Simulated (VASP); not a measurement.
# Au in VASP: a series of runs

The runs below take Au through single point, with PBE.

Everything below comes from runs of VASP 6.6.1. Logs are shortened: lines on timing, memory, paths and dates and some standing lists are left out, and cuts for length are marked.

## 1. The cell of the first run

It takes space group Cmcm (No. 63, orthorhombic). The conventional cell has a = 2.841 Å, b = 5.146 Å, c = 4.926 Å, α = 90.00°, β = 90.00°, γ = 90.00°. Au (site symmetry m2m) has 12 Au at 2.84 to 2.99 Å within 3.7 Å.

## 2. Single point, PBE

The input, INCAR:

```
PREC = Accurate ; ENCUT = 520
EDIFF = 1E-6 ; ISMEAR = -1
SIGMA = 0.05 ; LREAL = False
LASPH = True ; NELM = 60
ALGO = Fast ; ISIF = 2
LWAVE = False ; LCHARG = False
GGA = PE ; NBANDS = 18
```

The input, KPOINTS:

```
regular mesh
0
Gamma
  11 11 6
```

The input, POSCAR:

```
Au
1.0
    1.4206566610     -2.5728602271      0.0000000000
    1.4206566610      2.5728602271      0.0000000000
    0.0000000000      0.0000000000      4.9255756512
Au
2
Direct
    0.3346720300      0.6653279700      0.2500000000
    0.6653279700      0.3346720300      0.7500000000
```

Potentials or basis: VASP PAW PBE potentials, release 64 (Au).

Run with:

```console
cat potpaw_PBE.64/Au/POTCAR > POTCAR
mpirun -np 1 vasp_std > vasp.out
```

OUTCAR:

```text
PREC = Accurate
   ENCUT = 520
   EDIFF = 1E-6
   ISMEAR = -1
   LREAL = False
   LASPH = True
   NELM = 60
   ISIF = 2
   GGA = PE

 ion  position               nearest neighbor table
   1  0.335  0.665  0.250-   2 2.97   2 2.97   2 2.97   2 2.97   2 2.99   2 2.99
   2  0.665  0.335  0.750-   1 2.97   1 2.97   1 2.97   1 2.97   1 2.99   1 2.99

  LATTYP: Found a base centered orthorhombic cell.
 ALAT       =     2.8413133220
 B/A-ratio  =     1.8110359088
 C/A-ratio  =     1.7335559627

  Lattice vectors:

 A1 = (   1.4206566610,  -2.5728602271,   0.0000000000)
 A2 = (   1.4206566610,   2.5728602271,   0.0000000000)
 A3 = (   0.0000000000,   0.0000000000,   4.9255756512)

Analysis of symmetry for initial positions (statically):
=====================================================================
 Subroutine PRICEL returns:
 Original cell was already a primitive cell.

 Routine SETGRP: Setting up the symmetry group for a
 base centered orthorhombic supercell.

 Subroutine GETGRP returns: Found  8 space group operations
 (whereof  4 operations were pure point group operations)
 out of a pool of  8 trial point group operations.

The static configuration has the point symmetry C_2h.
 The point group associated with its full space group is D_2h.

Analysis of symmetry for dynamics (positions and initial velocities):
=====================================================================
 Subroutine PRICEL returns:
 Original cell was already a primitive cell.

 Routine SETGRP: Setting up the symmetry group for a
 base centered orthorhombic supercell.

 Subroutine GETGRP returns: Found  8 space group operations
 (whereof  4 operations were pure point group operations)
 out of a pool of  8 trial point group operations.

The dynamic configuration has the point symmetry C_2h.
 The point group associated with its full space group is D_2h.

 Subroutine INISYM returns: Found  8 space group operations
 (whereof  4 operations are pure point group operations),
 and found     1 'primitive' translations

----------------------------------------------------------------------------------------

                                     Primitive cell

  volume of cell :      36.0074

  direct lattice vectors                    reciprocal lattice vectors
     1.420656661 -2.572860227  0.000000000     0.351949921 -0.194336247  0.000000000
     1.420656661  2.572860227  0.000000000     0.351949921  0.194336247  0.000000000
     0.000000000  0.000000000  4.925575651     0.000000000  0.000000000  0.203021955

  length of vectors
     2.939026216  2.939026216  4.925575651     0.402038958  0.402038958  0.203021955

  position of ions in fractional coordinates (direct lattice)
     0.334672030  0.665327970  0.250000000
     0.665327970  0.334672030  0.750000000

  ion indices of the primitive-cell ions
   primitive index   ion index
                 1           1
                 2           2

----------------------------------------------------------------------------------------

 KPOINTS: regular mesh

Automatic generation of k-mesh.
 Grid dimensions read from file:
 generate k-points for:   11   11    6

 Generating k-lattice:

  Cartesian coordinates                     Fractional coordinates (reciprocal lattice)
     0.031995447 -0.017666932  0.000000000     0.090909091  0.000000000  0.000000000
     0.031995447  0.017666932  0.000000000     0.000000000  0.090909091  0.000000000
     0.000000000  0.000000000  0.033836993     0.000000000  0.000000000  0.166666667

  Length of vectors
     0.036548996  0.036548996  0.033836993

  Shift w.r.t. Gamma in fractional coordinates (k-lattice)
     0.000000000  0.000000000  0.000000000

 Subroutine IBZKPT returns following result:
 ===========================================

 Found    144 irreducible k-points:

 Following reciprocal coordinates:
            Coordinates               Weight
  0.000000  0.000000  0.000000      1.000000
  0.090909 -0.000000  0.000000      4.000000
  0.181818  0.000000  0.000000      4.000000
  0.272727  0.000000  0.000000      4.000000
  0.363636  0.000000  0.000000      4.000000
  0.454545 -0.000000  0.000000      4.000000
[... 16 lines left out ...]
 -0.272727  0.181818  0.000000      4.000000
 -0.181818  0.181818  0.000000      2.000000
 [... further k-points ...]
   k-points           NKPTS =    144   k-points in BZ     NKDIM =    144   number of bands    NBANDS=     18
   number of dos      NEDOS =    301   number of ions     NIONS =      2
   total plane-waves  NPLWV =  23040
   dimension x,y,z NGX =    24 NGY =   24 NGZ =   40
   dimension x,y,z NGXF=    48 NGYF=   48 NGZF=   80
   ions per type =               2
   NGX,Y,Z   is equivalent  to a cutoff of  13.58, 13.58, 13.50 a.u.
   NGXF,Y,Z  is equivalent  to a cutoff of  27.15, 27.15, 27.00 a.u.
 SYSTEM =  unknown system
   PREC   = accura    normal or accurate (medium, high low for compatibility)
   ISTART =      0    job   : 0-new  1-cont  2-samecut
   ICHARG =      2    charge: 1-file 2-atom 10-const
   ISPIN  =      1    spin polarized calculation?
   LNONCOLLINEAR =      F non collinear calculations
   LSORBIT =      F    spin-orbit coupling
   LASPH  =      T    aspherical Exc in radial PAW
   ENCUT  =  520.0 eV  38.22 Ry    6.18 a.u.   5.46  5.46  9.16*2*pi/ulx,y,z
   NELM   =     60;   NELMIN=  2; NELMDL= -5     # of ELM steps
   EDIFF  = 0.1E-05   stopping-criterion for ELM
   LREAL  =      F    real-space projection
[... 7 lines left out ...]
   TEBEG  =    0.0;   TEEND  =   0.0 temperature during run
   PSTRESS=    0.0 pullay stress
   NELECT =      22.0000    total number of electrons
   NUPDOWN=      -1.0000    fix difference up-down
   EMIN   =  10.00;   EMAX   =-10.00  energy-range for DOS
   EFERMI =   0.00;   METHOD = LEGACY
   ISMEAR =    -1;   SIGMA  =   0.05  broadening in eV -4-tet -1-fermi 0-gaus
   EFERMI_NEDOS =   21; number of points for ismear=-14 and -15
   IALGO  =     68    algorithm
   IMIX   =      4    mixing-type and parameters
     AMIX     =   0.40;   BMIX     =  1.00
     AMIX_MAG =   1.60;   BMIX_MAG =  1.00
  volume/ion in A,a.u.               =      18.00       121.50
  Fermi-wavevector in a.u.,A,eV,Ry     =   1.389158  2.625128 26.255975  1.929760
  Thomas-Fermi vector in A             =   2.513215
   LORBIT       =      0    0 simple, 1 ext, 2 COOP (PROOUT), +10 PAW based schemes
   GGA     = PE    functional components
   LHFCALC =     F    Hartree Fock is set to
   AEXX    =    0.0000 exact exchange contribution
   IVDW    =     0    specifies the selected vdW correction
   LEPSILON=     F    determine dielectric tensor
   LRPA    =     F    only Hartree local field effects (RPA)
 non-spin polarized calculation
 RMM-DIIS sequential band-by-band and
  energy-cutoff  :      520.00
  volume of cell :       36.01
 maximum number of plane-waves:       998
 NGX is ok and might be reduce to    24
   NGX = 11   NGY = 11   NGZ = 19

 number of electron      21.9999999 magnetization

 Free energy of the ion-electron system (eV)
  ---------------------------------------------------
  ext. energy  EPLUGINS =         0.00000000
  ---------------------------------------------------
  free energy    TOTEN  =        -6.42478257 eV

  energy without entropy =       -6.41740799  energy(sigma->0) =       -6.42109528

 E-fermi :   8.5329     XC(G=0): -12.3872

 val. band max:        8.5289213335   @ k =  -0.4545   0.4545   0.5000
 cond. band min:       8.5538964206   @ k =  -0.1818   0.1818   0.1667
 fundamental gap:      0.0249750871
 Fermi energy:         8.5328980265

 k-point     1 :       0.0000    0.0000    0.0000
  band No.  band energies     occupation
      1      -0.7064      2.00000
      2       1.6366      2.00000
      3       3.9386      2.00000
      4       3.9954      2.00000
      5       4.3139      2.00000
      6       4.5505      2.00000
[... 10 lines left out ...]
     17      26.3011      0.00000
     18      27.2220      0.00000

 k-point     2 :       0.0909   -0.0000    0.0000
  band No.  band energies     occupation
      1      -0.4476      2.00000
      2       1.8527      2.00000
      3       3.9028      2.00000
      4       4.1792      2.00000
      5       4.3833      2.00000
      6       4.5625      2.00000
[... 10 lines left out ...]
     17      25.4542      0.00000
     18      26.2570      0.00000

 k-point     3 :       0.1818    0.0000    0.0000
  band No.  band energies     occupation
      1       0.2799      2.00000
      2       2.3721      2.00000
      3       3.7810      2.00000
      4       4.2800      2.00000
      5       4.3160      2.00000
      6       4.6333      2.00000
[... 10 lines left out ...]
     17      24.9758      0.00000
     18      25.7288      0.00000

 k-point     4 :       0.2727    0.0000    0.0000
  band No.  band energies     occupation
      1       1.2657      2.00000
      2       2.6229      2.00000
      3       3.5303      2.00000
      4       3.9554      2.00000
      5       4.1760      2.00000
      6       4.5854      2.00000
[... 10 lines left out ...]
     17      23.8265      0.00000
     18      25.1172      0.00000

 k-point     5 :       0.3636    0.0000    0.0000
  band No.  band energies     occupation
      1       1.9911      2.00000
      2       2.4241      2.00000
      3       2.9757      2.00000
      4       4.3108      2.00000
      5       4.3496      2.00000
      6       4.6271      2.00000
[... 10 lines left out ...]
     17      21.6639      0.00000
     18      23.9009      0.00000

 k-point     6 :       0.4545   -0.0000    0.0000
  band No.  band energies     occupation
      1       2.1878      2.00000
      2       2.2523      2.00000
      3       2.6931      2.00000
      4       4.2132      2.00000
      5       4.5019      2.00000
      6       4.7029      2.00000
[... 307 lines left out ...]
 k-point    21 :      -0.4545    0.1818    0.0000
  band No.  band energies     occupation
      1       2.5489      2.00000
      2       2.9579      2.00000
      3       3.0296      2.00000
      4       3.7523      2.00000
      5       4.1241      2.00000
      6       4.5562      2.00000
[... 10 lines left out ...]
     17      22.2425      0.00000
     18      22.6208      0.00000

 k-point    22 :      -0.3636    0.1818    0.0000
  band No.  band energies     occupation
      1       1.7665      2.00000
      2       3.0743      2.00000
      3       3.3178      2.00000
      4       3.4178      2.00000
      5       4.1792      2.00000
      6       4.2624      2.00000
[... 10 lines left out ...]
     17      23.3513      0.00000
     18      24.3309      0.00000

 k-point    23 :      -0.2727    0.1818    0.0000
  band No.  band energies     occupation
      1       0.8262      2.00000
      2       2.5828      2.00000
      3       3.5550      2.00000
      4       3.8837      2.00000
      5       3.9922      2.00000
      6       4.5956      2.00000
[... 10 lines left out ...]
     17      24.6785      0.00000
     18      25.5256      0.00000

 k-point    24 :      -0.1818    0.1818    0.0000
  band No.  band energies     occupation
      1       0.1962      2.00000
      2       2.2464      2.00000
      3       3.6326      2.00000
      4       3.9878      2.00000
      5       4.3195      2.00000
      6       4.6616      2.00000
[... 10 lines left out ...]
     17      25.0298      0.00000
     18      25.3113      0.00000

 [... further k-points ...]
[... 5 lines left out ...]
  --------------------------------------------------------------------------------------
  -------------------------------------------------------------------------------------
  Total        0.5978864     -0.3112100     -0.2291849      0.0000000      0.0000000      0.0000000
  in kB       26.6033882    -13.8475142    -10.1977490      0.0000000      0.0000000      0.0000000
  external PRESSURE =       0.8527083 kB  Pullay stress =       0.0000000 kB

 VOLUME and BASIS-vectors are now :
 -----------------------------------------------------------------------------
  energy-cutoff  :      520.00
  volume of cell :       36.01
      direct lattice vectors                 reciprocal lattice vectors
     1.420656661 -2.572860227  0.000000000     0.351949921 -0.194336247  0.000000000
     1.420656661  2.572860227  0.000000000     0.351949921  0.194336247  0.000000000
     0.000000000  0.000000000  4.925575651     0.000000000  0.000000000  0.203021955

 POSITION                                       TOTAL-FORCE (eV/Angst)
 -----------------------------------------------------------------------------------
      1.42066      0.85073      1.23139         0.000000     -0.017584      0.000000
      1.42066     -0.85073      3.69418         0.000000      0.017584     -0.000000
 -----------------------------------------------------------------------------------
    total drift:                               -0.000000     -0.000000     -0.000000

  FREE ENERGIE OF THE ION-ELECTRON SYSTEM (eV)
  ---------------------------------------------------
  free  energy   TOTEN  =        -6.4247825689 eV

  energy  without entropy=       -6.4174079867  energy(sigma->0) =       -6.42109528
```

Run time: 29 s. Hardware: 1 thread of Intel Xeon 6975P-C (Granite Rapids), shared host; peak memory 0.21 GiB.

What came out:

| Property | Result |
| --- | --- |
| Free energy | -6.4248 eV |
| Pressure | 0.1 GPa |
| Largest force | 0.018 eV/Å |
| Band gap on the k mesh | zero (bands 11 and 12 overlap by 6.13 eV) |

Forces on the atoms (eV/Å):
```
Au   0.000 -0.018  0.000
Au   0.000  0.018  0.000
```

Stress tensor (GPa, compression positive):
```
 2.66  0.00  0.00
 0.00 -1.38  0.00
 0.00  0.00 -1.02
```

Levels at points of the mesh, in eV from the Fermi level:
| k point | band 8 | band 9 | band 10 | band 11 | band 12 | band 13 | band 14 | band 15 |
| --- | --- | --- | --- | --- | --- | --- | --- | --- |
| (0.00, 0.00, 0.00) | -3.38 | -3.22 | -2.14 | -2.06 | -0.90 | 2.35 | 14.60 | 15.54 |
| (0.00, 0.00, 0.50) | -4.04 | -2.59 | -2.59 | -2.44 | -2.44 | 10.11 | 10.11 | 14.92 |

Caveat: spin-orbit coupling is left out, which moves the levels of the heavy elements.

## 3. Single point, PBE

This run uses another cell than the first one, of 18.36 Å³/atom.

The input, INCAR:

```
SYSTEM = Au
ALGO = Fast ; EDIFF = 1E-7
ENCUT = 520 ; GGA = PE
ISIF = 2 ; ISMEAR = -1
LASPH = .True. ; LCHARG = .True.
LELF = .True. ; LREAL = .False.
LVHAR = .True. ; LWAVE = .False.
NBANDS = 18 ; NELM = 60
PREC = Accurate ; SIGMA = 0.05
```

The input, KPOINTS:

```
k-points
0
Gamma
  11 11 6
  0 0 0
```

The input, POSCAR:

```
Au
1.0
    1.4298819627     -2.5895675798      0.0000000000
    1.4298819627      2.5895675798      0.0000000000
    0.0000000000      0.0000000000      4.9575608049
Au
2
Direct
    0.3346720300      0.6653279700      0.2500000000
    0.6653279700      0.3346720300      0.7500000000
```

Potentials or basis: VASP PAW PBE potentials, release 64 (Au).

Run with:

```console
cat potpaw_PBE.64/Au/POTCAR > POTCAR
mpirun -np 1 vasp_std > vasp.out
```

Run time: 38 s. Hardware: 1 thread of Intel Xeon 6975P-C (Granite Rapids), shared host; peak memory 0.21 GiB.

The run converged. Its results:

| Item | Value |
| --- | --- |
| Free energy | -6.4197 eV |
| Pressure | -2.5 GPa |
| Largest force | 0.010 eV/Å |
| Band gap on the k mesh | zero (bands 11 and 12 overlap by 6.03 eV) |

Forces on the atoms (eV/Å):
```
Au   0.000 -0.010  0.000
Au   0.000  0.010  0.000
```

Stress tensor (GPa, compression positive):
```
-0.26  0.00  0.00
 0.00 -3.93  0.00
 0.00  0.00 -3.35
```

Levels at points of the mesh, in eV from the Fermi level:
| k point | band 7 | band 8 | band 9 | band 10 | band 11 | band 12 | band 13 | band 14 | band 15 | band 16 |
| --- | --- | --- | --- | --- | --- | --- | --- | --- | --- | --- |
| (0.00, 0.00, 0.00) | -3.66 | -3.32 | -3.16 | -2.12 | -2.04 | -0.80 | 2.26 | 14.59 | 15.52 | 16.68 |
| (0.00, 0.00, 0.50) | -3.95 | -3.95 | -2.55 | -2.55 | -2.41 | -2.41 | 9.99 | 9.99 | 14.90 | 14.90 |

Caveat: spin-orbit coupling is left out, which moves the levels of the heavy elements.

(Part 1 of 2 ends here.)

The gap in the log of VASP goes by the Fermi energy; the results here count the filled bands.